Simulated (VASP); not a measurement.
# Ni (Fm-3m) in VASP: single point with PBE

Aim: the single point of Ni with PBE.

Program: VASP 6.6.1. These are calculated values, not measurements. Logs are shortened: lines on timing, memory, paths and dates and some standing lists are left out, and cuts for length are marked.

**1. The cell of the first run**

It takes space group Fm-3m (No. 225, cubic). The conventional cell has a = 3.521 Å, b = 3.521 Å, c = 3.521 Å, α = 90.00°, β = 90.00°, γ = 90.00°. Ni (site symmetry m-3m) has 12 Ni at 2.49 Å within 3.3 Å.

**2. Single point, PBE, collinear spin, ferromagnetic start**

Contents of INCAR:

```
SYSTEM = Ni
PREC = Accurate ; ENCUT = 520
EDIFF = 1E-6 ; ISMEAR = -1
SIGMA = 0.1 ; LREAL = .False.
LASPH = .True. ; NELM = 150
ALGO = Normal ; ISIF = 2
LWAVE = .False. ; LCHARG = .False.
ISPIN = 2 ; MAGMOM = 1 1
LORBIT = 11 ; LMAXMIX = 4
GGA = PE ; NBANDS = 21
```

Contents of KPOINTS:

```
regular mesh
0
Gamma
  16 16 12
  0 0 0
```

Contents of POSCAR:

```
Ni
1.0
    1.7602627090      1.7602627090      0.0000000000
   -1.7602627090      1.7602627090      0.0000000000
    0.0000000000      0.0000000000      3.5205254179
Ni
2
Direct
    0.0000000000      0.0000000000      0.0000000000
    0.5000000000      0.5000000000      0.5000000000
```

Potentials or basis: VASP PAW PBE potentials, release 64 (Ni).

On the command line:

```console
cat potpaw_PBE.64/Ni/POTCAR > POTCAR
mpirun -np 1 vasp_std > vasp.out
```

OUTCAR:

```text
SYSTEM = Ni
   PREC = Accurate
   ENCUT = 520
   EDIFF = 1E-6
   ISMEAR = -1
   LREAL = .False.
   LASPH = .True.
   NELM = 150
   ISIF = 2
   ISPIN = 2
   LORBIT = 11
   GGA = PE

 ion  position               nearest neighbor table
   1  0.000  0.000  0.000-   2 2.49   2 2.49   2 2.49   2 2.49   2 2.49   2 2.49   2 2.49   2 2.49

   2  0.500  0.500  0.500-   1 2.49   1 2.49   1 2.49   1 2.49   1 2.49   1 2.49   1 2.49   1 2.49

  LATTYP: Found a simple tetragonal cell.
 ALAT       =     2.4893873964
 C/A-ratio  =     1.4142135623

  Lattice vectors:

 A1 = (   1.7602627090,   1.7602627090,   0.0000000000)
 A2 = (  -1.7602627090,   1.7602627090,   0.0000000000)
 A3 = (   0.0000000000,   0.0000000000,   3.5205254179)

Analysis of symmetry for initial positions (statically):
=====================================================================
 Subroutine PRICEL returns following result:

  LATTYP: Found a face centered cubic cell.
 ALAT       =     3.5205254180

  Lattice vectors:

 A1 = (   0.0000000000,  -1.7602627090,  -1.7602627089)
 A2 = (   1.7602627090,   0.0000000000,  -1.7602627089)
 A3 = (   1.7602627090,  -1.7602627090,   0.0000000000)

   2 primitive cells build up your supercell.

 Routine SETGRP: Setting up the symmetry group for a
 simple tetragonal supercell.

 Subroutine GETGRP returns: Found 16 space group operations
 (whereof 16 operations were pure point group operations)
 out of a pool of 16 trial point group operations.

The static configuration has the point symmetry D_4h.

Analysis of symmetry for dynamics (positions and initial velocities):
=====================================================================
 Subroutine PRICEL returns following result:

  LATTYP: Found a face centered cubic cell.
 ALAT       =     3.5205254180

  Lattice vectors:

 A1 = (   0.0000000000,  -1.7602627090,  -1.7602627089)
 A2 = (   1.7602627090,   0.0000000000,  -1.7602627089)
 A3 = (   1.7602627090,  -1.7602627090,   0.0000000000)

   2 primitive cells build up your supercell.

 Routine SETGRP: Setting up the symmetry group for a
 simple tetragonal supercell.

 Subroutine GETGRP returns: Found 16 space group operations
 (whereof 16 operations were pure point group operations)
 out of a pool of 16 trial point group operations.

The dynamic configuration has the point symmetry D_4h.

Analysis of structural, dynamic, and magnetic symmetry:
=====================================================================
 Subroutine PRICEL returns following result:

  LATTYP: Found a face centered cubic cell.
 ALAT       =     3.5205254180

  Lattice vectors:

 A1 = (   0.0000000000,  -1.7602627090,  -1.7602627089)
 A2 = (   1.7602627090,   0.0000000000,  -1.7602627089)
 A3 = (   1.7602627090,  -1.7602627090,   0.0000000000)

   2 primitive cells build up your supercell.

 Routine SETGRP: Setting up the symmetry group for a
 simple tetragonal supercell.

 Subroutine GETGRP returns: Found 16 space group operations
 (whereof 16 operations were pure point group operations)
 out of a pool of 16 trial point group operations.

The overall configuration has the point symmetry D_4h.

 Subroutine INISYM returns: Found 16 space group operations
 (whereof 16 operations are pure point group operations),
 and found     2 'primitive' translations

----------------------------------------------------------------------------------------

                                     Primitive cell

  volume of cell :      10.9084

  direct lattice vectors                    reciprocal lattice vectors
     0.000000000 -1.760262709 -1.760262709    -0.284048510 -0.284048510 -0.284048510
     1.760262709  0.000000000 -1.760262709     0.284048510  0.284048510 -0.284048510
     1.760262709 -1.760262709  0.000000000     0.284048510 -0.284048510  0.284048510

  length of vectors
     2.489387396  2.489387396  2.489387396     0.491986451  0.491986451  0.491986451

  position of ions in fractional coordinates (direct lattice)
     0.000000000  0.000000000  0.000000000

  ion indices of the primitive-cell ions
   primitive index   ion index
                 1           1

----------------------------------------------------------------------------------------

 KPOINTS: regular mesh

Automatic generation of k-mesh.
 Grid dimensions read from file:
 generate k-points for:   16   16   12

 Generating k-lattice:

  Cartesian coordinates                     Fractional coordinates (reciprocal lattice)
     0.017753032  0.017753032  0.000000000     0.062500000  0.000000000  0.000000000
    -0.017753032  0.017753032  0.000000000     0.000000000  0.062500000  0.000000000
     0.000000000  0.000000000  0.023670709     0.000000000  0.000000000  0.083333333

  Length of vectors
     0.025106578  0.025106578  0.023670709

  Shift w.r.t. Gamma in fractional coordinates (k-lattice)
     0.000000000  0.000000000  0.000000000

 Subroutine IBZKPT returns following result:
 ===========================================

 Found    315 irreducible k-points:

 Following reciprocal coordinates:
            Coordinates               Weight
  0.000000  0.000000  0.000000      1.000000
  0.062500  0.000000  0.000000      4.000000
  0.125000  0.000000  0.000000      4.000000
  0.187500  0.000000  0.000000      4.000000
  0.250000  0.000000  0.000000      4.000000
  0.312500  0.000000  0.000000      4.000000
[... 16 lines left out ...]
  0.437500  0.125000  0.000000      8.000000
  0.500000  0.125000  0.000000      4.000000
 [... further k-points ...]
   k-points           NKPTS =    315   k-points in BZ     NKDIM =    315   number of bands    NBANDS=     21
   number of dos      NEDOS =    301   number of ions     NIONS =      2
   total plane-waves  NPLWV =  11200
   dimension x,y,z NGX =    20 NGY =   20 NGZ =   28
   dimension x,y,z NGXF=    40 NGYF=   40 NGZF=   56
   ions per type =               2
   NGX,Y,Z   is equivalent  to a cutoff of  13.36, 13.36, 13.22 a.u.
   NGXF,Y,Z  is equivalent  to a cutoff of  26.71, 26.71, 26.44 a.u.
 SYSTEM =  Ni
   PREC   = accura    normal or accurate (medium, high low for compatibility)
   ISTART =      0    job   : 0-new  1-cont  2-samecut
   ICHARG =      2    charge: 1-file 2-atom 10-const
   ISPIN  =      2    spin polarized calculation?
   LNONCOLLINEAR =      F non collinear calculations
   LSORBIT =      F    spin-orbit coupling
   LASPH  =      T    aspherical Exc in radial PAW
   ENCUT  =  520.0 eV  38.22 Ry    6.18 a.u.   4.63  4.63  6.55*2*pi/ulx,y,z
   NELM   =    150;   NELMIN=  2; NELMDL= -5     # of ELM steps
   EDIFF  = 0.1E-05   stopping-criterion for ELM
   LREAL  =      F    real-space projection
   EDIFFG = 0.1E-04   stopping-criterion for IOM
   NSW    =      0    number of steps for IOM
   IBRION =     -1    ionic relax: 0-MD 1-quasi-New 2-CG
   NFREE  =      0    steps in history (QN), initial steepest desc. (CG)
   ISIF   =      2    stress and relaxation
   ISYM   =      2    0-nonsym 1-usesym 2-fastsym
   POTIM  = 0.5000    time-step for ionic-motion
   TEBEG  =    0.0;   TEEND  =   0.0 temperature during run
   PSTRESS=    0.0 pullay stress
   NELECT =      20.0000    total number of electrons
   NUPDOWN=      -1.0000    fix difference up-down
   EMIN   =  10.00;   EMAX   =-10.00  energy-range for DOS
   EFERMI =   0.00;   METHOD = LEGACY
   ISMEAR =    -1;   SIGMA  =   0.10  broadening in eV -4-tet -1-fermi 0-gaus
   EFERMI_NEDOS =   21; number of points for ismear=-14 and -15
   IALGO  =     38    algorithm
   IMIX   =      4    mixing-type and parameters
     AMIX     =   0.40;   BMIX     =  1.00
     AMIX_MAG =   1.60;   BMIX_MAG =  1.00
  volume/ion in A,a.u.               =      10.91        73.61
  Fermi-wavevector in a.u.,A,eV,Ry     =   1.590330  3.005289 34.411183  2.529151
  Thomas-Fermi vector in A             =   2.689042
   LORBIT       =     11    0 simple, 1 ext, 2 COOP (PROOUT), +10 PAW based schemes
   GGA     = PE    functional components
   LHFCALC =     F    Hartree Fock is set to
   AEXX    =    0.0000 exact exchange contribution
   IVDW    =     0    specifies the selected vdW correction
   LEPSILON=     F    determine dielectric tensor
   LRPA    =     F    only Hartree local field effects (RPA)
 spin polarized calculation
  energy-cutoff  :      520.00
  volume of cell :       21.82
 maximum number of plane-waves:       606
 NGX is ok and might be reduce to    20
   NGX =  9   NGY =  9   NGZ = 13

 number of electron      19.9999989 magnetization       1.2198524

 Free energy of the ion-electron system (eV)
  ---------------------------------------------------
  ext. energy  EPLUGINS =         0.00000000
  ---------------------------------------------------
  free energy    TOTEN  =       -10.99660762 eV

  energy without entropy =      -10.88800374  energy(sigma->0) =      -10.94230568

 E-fermi :   9.3268     XC(G=0): -13.2400

 val. band max:        9.3234499721   @ k =   0.4375   0.0000   0.2500
 cond. band min:       9.3304755686   @ k =   0.5000   0.4375   0.0833
 fundamental gap:      0.0070255965
 Fermi energy:         9.3268264020

 spin component 1

 k-point     1 :       0.0000    0.0000    0.0000
  band No.  band energies     occupation
      1       0.3463      1.00000
      2       4.7093      1.00000
      3       5.1740      1.00000
      4       6.9310      1.00000
      5       6.9310      1.00000
      6       6.9315      1.00000
[... 550 lines left out ...]
      5       6.5305      1.00000
      6       6.5305      1.00000
[... 13 lines left out ...]
     20      37.4837      0.00000
     21      37.5262      0.00000

 [... further k-points ...]

 spin component 2

 k-point     1 :       0.0000    0.0000    0.0000
  band No.  band energies     occupation
      1       0.3138      1.00000
      2       5.0541      1.00000
      3       5.7643      1.00000
      4       7.6531      1.00000
      5       7.6545      1.00000
      6       7.6545      1.00000
[... 550 lines left out ...]
      5       7.0797      1.00000
      6       7.0797      1.00000
[... 13 lines left out ...]
     20      37.5115      0.00000
     21      37.5207      0.00000

 [... further k-points ...]

------------------------ aborting loop because EDIFF is reached ----------------------------------------

  FORCE on cell =-STRESS in cart. coord.  units (eV):
  Direction    XX          YY          ZZ          XY          YZ          ZX
  --------------------------------------------------------------------------------------
  -------------------------------------------------------------------------------------
  Total       -0.0215079     -0.0215079     -0.0118155      0.0000000      0.0000000      0.0000000
  in kB       -1.5794894     -1.5794894     -0.8677041      0.0000000      0.0000000      0.0000000
  external PRESSURE =      -1.3422276 kB  Pullay stress =       0.0000000 kB

 VOLUME and BASIS-vectors are now :
 -----------------------------------------------------------------------------
  energy-cutoff  :      520.00
  volume of cell :       21.82
      direct lattice vectors                 reciprocal lattice vectors
     1.760262709  1.760262709  0.000000000     0.284048510  0.284048510  0.000000000
    -1.760262709  1.760262709  0.000000000    -0.284048510  0.284048510  0.000000000
     0.000000000  0.000000000  3.520525418     0.000000000  0.000000000  0.284048510

 POSITION                                       TOTAL-FORCE (eV/Angst)
 -----------------------------------------------------------------------------------
      0.00000      0.00000      0.00000         0.000000      0.000000     -0.000000
      0.00000      1.76026      1.76026        -0.000000     -0.000000      0.000000
 -----------------------------------------------------------------------------------
    total drift:                               -0.000000      0.000000      0.000000

  FREE ENERGIE OF THE ION-ELECTRON SYSTEM (eV)
  ---------------------------------------------------
  free  energy   TOTEN  =       -10.9966076203 eV

  energy  without entropy=      -10.8880037447  energy(sigma->0) =      -10.94230568

 total charge

# of ion       s       p       d       tot
------------------------------------------
    1        0.496   0.495   8.314   9.305
    2        0.496   0.495   8.314   9.305
--------------------------------------------------
tot          0.992   0.991  16.627  18.611

 magnetization (x)

# of ion       s       p       d       tot
------------------------------------------
    1       -0.006  -0.024   0.652   0.622
    2       -0.006  -0.024   0.652   0.622
--------------------------------------------------
tot         -0.013  -0.048   1.304   1.243
```

Wall time 2.7 min (1 thread of Intel Xeon 6975P-C, shared host); peak memory 0.3 GiB.

Results:

| Property | Result |
| --- | --- |
| Free energy | -10.9966 eV |
| Pressure | -0.1 GPa |
| Net moment | 1.22 μB per cell |
| Site moments | Ni +0.62 μB |
| Valence electrons inside the program's atomic spheres | Ni 9.30 |
